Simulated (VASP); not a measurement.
Set up this calculation in VASP 6.6.1, as the native input.

```yaml
Task: single point
Functional: PBEsol
Potentials_or_basis: VASP PAW PBE potentials, release 64 (C)
Cutoff: 520 eV
k_mesh: 14 × 14 × 8
Occupations: gaussian, width 0.15 eV
Spin: no spin polarisation
Dipole_correction: no
Further_INCAR_settings: ALGO = Normal; EDIFF = 1e-07; NBANDS = 11
```

The structure of C lies in POSCAR:

```
C
1.0
    2.0690076618     -1.1946114035      0.0000000000
    2.0690076618      1.1946114035      0.0000000000
   -1.3412680726      0.0000000000      3.4068133181
C
2
Direct
    0.8333600000      0.8333600000      0.0000900000
    0.1666400000      0.1666400000      0.9999100000
```

These files were run (other wordings do the same):

INCAR

```
PREC = Accurate
ENCUT = 520
EDIFF = 1E-7
ISMEAR = 0
SIGMA = 0.15
LREAL = F
LASPH = T
NELM = 100
ALGO = Normal
ISIF = 2
LWAVE = F
LCHARG = T
GGA = PS
LELF = T
LVHAR = T
NBANDS = 11
```

KPOINTS

```
regular mesh
0
Gamma
  14 14 8
```

Potentials or basis: VASP PAW PBE potentials, release 64 (C).

Command:

```bash
$ cat potpaw_PBE.64/C/POTCAR > POTCAR
$ mpirun -np 1 vasp_std > vasp.out
```

It gave:

- Pressure: 27.9 GPa
- Band gap on the k mesh: 0.81 eV, indirect (least direct gap 0.83 eV)

Caveat: the PAW data sets were made with another functional, which shifts forces and pressure a little; this functional lacks dispersion, which binds the layers, so the pressure and a relaxed spacing across them are unreliable.

Wall time 70 s on 1 thread of Intel(R) Xeon(R) Platinum 8259CL CPU @ 2.50GHz (Skylake/Cascade Lake) (shared host), peak memory 0.17 GiB.
